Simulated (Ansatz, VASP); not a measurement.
LaC in VASP and in Ansatz

```
CELL_PARAMETERS angstrom
4.24615 0.00000 0.00000
-2.12308 3.67728 0.00000
0.00000 0.00000 5.87624
ATOMIC_POSITIONS crystal
La 0.66667 0.33333 0.06260
La 0.33333 0.66667 0.56260
C 0.66667 0.33333 0.56260
C 0.33333 0.66667 0.06260
```

Alike in both runs: task single point; functional r2SCAN; k mesh 10 × 10 × 6; occupations gaussian, width 0.05 eV; no spin polarisation.

|  | VASP | Ansatz |
| --- | --- | --- |
| version | VASP 6.6.1 | Ansatz 0.2.0 |
| potentials or method | VASP PAW PBE potentials, release 64 (La, C), cutoff 520 eV | scalar-relativistic, plane waves, PAW |
| valence electrons in the cell | 30 | 30 |

Ansatz gave:

| Item | Value |
| --- | --- |
| gap on the k mesh at the Fermi level (eV) | none |
| pressure (GPa) | -0.1 |
| traceless stress, the component that is largest in VASP (GPa) | 0.07 |

Problem. What did VASP give for the same quantities?

Solution. gap on the k mesh at the Fermi level (eV): none; pressure (GPa): -0.3; traceless stress, the component that is largest in VASP (GPa): 0.03.

VASP's potentials were made for PBE, not for r2SCAN. A gap of «none» marks a metal or a gap that the smearing closes.

Spin-orbit coupling is off throughout.
